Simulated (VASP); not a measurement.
A run of VASP 6.6.1 is set up as follows.

The input INCAR:

```
SYSTEM = Na5Li3S4
ALGO = Normal
EDIFF = 1E-6
ENCUT = 880
GGA = PS
GGA_COMPAT = .False.
ISIF = 2
ISMEAR = -1
ISYM = -1
KPAR = 1
LASPH = .True.
LCHARG = .False.
LREAL = Auto
LWAVE = .False.
NBANDS = 326
NELM = 120
PREC = Accurate
SIGMA = 0.05
```

File KPOINTS:

```
explicit points
1
Reciprocal
  0.25000000   0.25000000   0.25000000 1
```

File POSCAR:

```
Na5Li3S4
1.0
   12.4731670741      0.0000000000      0.0000000000
    0.0000000000     12.4731670741      0.0000000000
    0.0000000000      0.0000000000     12.4731670741
Na Li S
40 24 32
Direct
    0.3765690000      0.1316400000      0.1228930000
    0.3759870000      0.6235750000      0.6270670000
    0.8775880000      0.1304410000      0.1255050000
    0.8750060000      0.1285100000      0.6250350000
    0.8715670000      0.6312040000      0.1253120000
    0.8695800000      0.6222470000      0.6308350000
    0.1229020000      0.3707530000      0.6224830000
    0.1318810000      0.8769020000      0.6253650000
    0.6228140000      0.3739810000      0.1285920000
    0.6249260000      0.8715950000      0.1139520000
    0.6270290000      0.8719090000      0.6204350000
    0.1326270000      0.1295630000      0.8787730000
    0.1152180000      0.6274110000      0.3656780000
    0.1214980000      0.6262930000      0.8686120000
    0.6267850000      0.1246380000      0.3795520000
    0.6249070000      0.1280070000      0.8667410000
    0.6213630000      0.6218910000      0.3817660000
    0.1291510000      0.1261950000      0.1309220000
    0.1304010000      0.1250640000      0.6296080000
    0.1226150000      0.6214090000      0.1136630000
    0.1217050000      0.6204000000      0.6211420000
    0.6214750000      0.6180420000      0.1214390000
    0.3813690000      0.3680420000      0.3726980000
    0.3758620000      0.8783030000      0.3827110000
    0.8757420000      0.8727450000      0.3743270000
    0.8729950000      0.8706180000      0.8762390000
    0.3708700000      0.8823590000      0.1290280000
    0.8796310000      0.3780260000      0.1257580000
    0.3723780000      0.6179230000      0.3745890000
    0.3750570000      0.6262260000      0.8755890000
    0.8786430000      0.1319860000      0.3769810000
    0.8747020000      0.1240840000      0.8759740000
    0.1318910000      0.3754980000      0.3775440000
    0.1207260000      0.3789780000      0.8776020000
    0.1264140000      0.8802150000      0.3713190000
    0.1304240000      0.8767940000      0.8726070000
    0.6282190000      0.3731620000      0.3812330000
    0.6131330000      0.3765060000      0.8750580000
    0.6232900000      0.8740010000      0.3709350000
    0.6233430000      0.8767070000      0.8678110000
    0.3803240000      0.1274100000      0.6243550000
    0.3730190000      0.6231000000      0.1221290000
    0.1387830000      0.3673000000      0.1316370000
    0.1192940000      0.8690640000      0.1167180000
    0.6213490000      0.3725410000      0.6283320000
    0.1370640000      0.1270620000      0.3802820000
    0.6277770000      0.6296470000      0.8645150000
    0.6252840000      0.1266130000      0.1226240000
    0.6191310000      0.1298090000      0.6248340000
    0.6213950000      0.6137380000      0.6323810000
    0.3676940000      0.3740560000      0.8737210000
    0.3786610000      0.8823870000      0.8777670000
    0.8769620000      0.3806880000      0.3795940000
    0.8679160000      0.3791780000      0.8717060000
    0.3700690000      0.3820780000      0.1140730000
    0.3793650000      0.3696140000      0.6295210000
    0.3852020000      0.8837350000      0.6362720000
    0.8641110000      0.3753530000      0.6283690000
    0.8873590000      0.8870030000      0.1315460000
    0.8780480000      0.8758280000      0.6258300000
    0.3754870000      0.1242710000      0.3814910000
    0.3850530000      0.1250000000      0.8651530000
    0.8604430000      0.6114270000      0.3895720000
    0.8625700000      0.6170310000      0.8767860000
    0.0039210000      0.9923940000      0.0089760000
    0.0018940000      0.0021980000      0.5018860000
    0.9842310000      0.5024990000      0.9857950000
    0.9851150000      0.4946400000      0.4948170000
    0.4944270000      0.0063290000      0.9905720000
    0.4942800000      0.0099160000      0.5120840000
    0.4841830000      0.4956970000      0.0038610000
    0.5044030000      0.4910600000      0.5173590000
    0.2566580000      0.2637100000      0.0010330000
    0.2613480000      0.2402900000      0.5014090000
    0.2536830000      0.7565210000      0.0023770000
    0.2519710000      0.7489770000      0.5017340000
    0.7473830000      0.2513030000      0.9997190000
    0.7479100000      0.2595400000      0.5145990000
    0.7441230000      0.7360420000      0.9848960000
    0.7540090000      0.7445770000      0.5007760000
    0.2535300000      0.0145280000      0.2634070000
    0.2730960000      0.0021890000      0.7534270000
    0.2540870000      0.4936310000      0.2338510000
    0.2579450000      0.4875430000      0.7476810000
    0.7497500000      0.0000230000      0.2387580000
    0.7516900000      0.9994820000      0.7389030000
    0.7602540000      0.4999200000      0.2634890000
    0.7415850000      0.4989900000      0.7521140000
    0.0083770000      0.2573920000      0.2547900000
    0.9886040000      0.2612430000      0.7525930000
    0.0016150000      0.7634210000      0.2345690000
    0.9943200000      0.7537220000      0.7450090000
    0.5039680000      0.2420760000      0.2486450000
    0.4900330000      0.2489370000      0.7401030000
    0.4936610000      0.7435360000      0.2452980000
    0.5013370000      0.7485340000      0.7480760000
```

Potentials or basis: VASP PAW PBE potentials, release 64 (Na_pv, Li_sv, S).

The run is started by

```console
$ cat potpaw_PBE.64/Na_pv/POTCAR potpaw_PBE.64/Li_sv/POTCAR potpaw_PBE.64/S/POTCAR > POTCAR
$ mpirun -np 4 vasp_std > vasp.out
```

(1) Predict the band gap on the k mesh.

(2) What does it give for the largest force?

(3) Estimate the pressure.

Results:

(1) 3.29 eV.

(2) 0.030 eV/Å.

(3) 0.1 GPa.

Caveat: the PAW data sets were made with another functional, which shifts forces and pressure a little; a shifted mesh leaves out Γ, where band edges can lie.
